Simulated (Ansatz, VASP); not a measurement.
# One calculation of CoSi2, two programs

File INCAR:

```
ALGO = Normal
EDIFF = 1E-7
ENCUT = 520
GGA = PE
ISIF = 2
ISMEAR = 0
LASPH = True
LCHARG = True
LELF = True
LREAL = False
LVHAR = True
LWAVE = False
NBANDS = 16
NELM = 100
PREC = Accurate
SIGMA = 0.05
```

File KPOINTS:

```
k-points
0
Gamma
  12 12 12
```

The input POSCAR:

```
CoSi2
1.0
    0.0000000000      2.6618343333      2.6618343333
    2.6618343333      0.0000000000      2.6618343333
    2.6618343333      2.6618343333      0.0000000000
Co Si
1 2
Direct
    0.0000000000      0.0000000000      0.0000000000
    0.2500000000      0.2500000000      0.2500000000
    0.7500000000      0.7500000000      0.7500000000
```

Input for Ansatz:

```yaml
crystal:
  lattice:
    - [0.0, 2.6618343333, 2.6618343333]
    - [2.6618343333, 0.0, 2.6618343333]
    - [2.6618343333, 2.6618343333, 0.0]
  atoms:
    - { symbol: Co, position: [0.0, 0.0, 0.0] }
    - { symbol: Si, position: [0.25, 0.25, 0.25] }
    - { symbol: Si, position: [0.75, 0.75, 0.75] }
basis:
  ecutwfc: 420
  ecutrho_ratio: 4
kpoints:
  mp_grid: { grid: [12, 12, 12] }
hamiltonian:
  xc: pbe
scf:
  occupations: { method: gaussian, width: 0.05 }
output:
  forces: true
  stress: true
  eigenvalues: true
```

Alike in both runs: task single point; functional PBE; k mesh 12 × 12 × 12; occupations gaussian, width 0.05 eV; no spin polarisation.

|  | VASP | Ansatz |
| --- | --- | --- |
| version | VASP 6.6.1 | Ansatz 0.2.0 |
| potentials or method | VASP PAW PBE potentials, release 64 (Co, Si), cutoff 520 eV | scalar-relativistic, plane waves, PAW |
| valence electrons in the cell | 17 | 25 |

|  | VASP | Ansatz | Ansatz less VASP |
| --- | --- | --- | --- |
| gap on the k mesh at the Fermi level (eV) | none | none | - |
| pressure (GPa) | 3.6 | 3.8 | +0.16 |

A gap of «none» marks a metal or a gap that the smearing closes. VASP's potentials hold 17 valence electrons a cell and Ansatz's 25, so a difference there can come from the potentials and not from the codes.
